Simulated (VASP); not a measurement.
Write the native input for VASP 6.6.1 that does the following.

```yaml
Task: single point
Functional: PBE
Potentials_or_basis: VASP PAW PBE potentials, release 64 (Si, Zr_sv)
Cutoff: 400 eV
k_mesh: 1 × 1 × 1, shifted
Occupations: fermi-dirac, width 0.218 eV
Spin: no spin polarisation
Dipole_correction: no
Mended: yes
Further_INCAR_settings: LREAL = Auto; ALGO = Normal; EDIFF = 1e-06; NBANDS = 54; ISYM = -1
```

The structure of ZrSi7 lies in POSCAR:

```
ZrSi7
1.0
    6.3834610000      0.2107420000      0.1575520000
    0.2107420000      6.5561630000     -0.0013120000
    0.1575520000     -0.0013120000      6.4400080000
Si Zr
14 2
Direct
    0.5692017648      0.6492009869      0.7753111293
    0.8010923359      0.3093200026      0.2120100050
    0.9747177223      0.6228029599      0.4692716827
    1.0334944361      0.1352162014      0.8918759555
    0.2309833008      0.8606995290      0.5970191895
    0.3347145400      0.3235663551      0.5496773566
    0.5803114954      0.1480692871      0.8874897407
    0.8045862495      0.3517510020      0.6333994188
    0.7370041188      0.9306705627      0.5972794703
    0.0601306465      0.5123226344      0.8679513230
    0.0786066525      0.1133377224      0.3378851492
    0.4898560819      0.5586621274      0.4635817470
    0.3249706883      0.3815838235      0.1285959359
    0.5383271297      1.0905529166      0.3161715466
    0.7750602543      0.8463254908      1.1048908768
    0.2644050427      0.7915115708      1.0564955696
```

One way to write it, as run:

INCAR

```
SYSTEM = ZrSi7
  PREC = Accurate
  ENCUT = 400
  EDIFF = 1E-6
  ISMEAR = -1
  SIGMA = 0.218
  LREAL = Auto
  LASPH = .TRUE.
  NELM = 120
  ALGO = Normal
  ISIF = 2
  LWAVE = .FALSE.
  LCHARG = .FALSE.
  GGA = PE
  ISYM = -1
  NBANDS = 54
  GGA_COMPAT = .FALSE.
```

KPOINTS

```
explicit points
1
Reciprocal
  0.25000000   0.25000000   0.25000000 1
```

Potentials or basis: VASP PAW PBE potentials, release 64 (Si, Zr_sv).

Command:

```console
$ cat potpaw_PBE.64/Si/POTCAR potpaw_PBE.64/Zr_sv/POTCAR > POTCAR
$ mpirun -np 1 vasp_std > vasp.out
```

Results of the run:

```yaml
Pressure: 2.3 GPa
Largest_force: 7.744 eV/Å
```

Caveat: the atoms stand as in a frame of molecular dynamics.

Wall time 17 s on 1 thread of AMD EPYC 7R13 Processor (Zen 3), with other jobs on the host, peak memory 0.23 GiB.
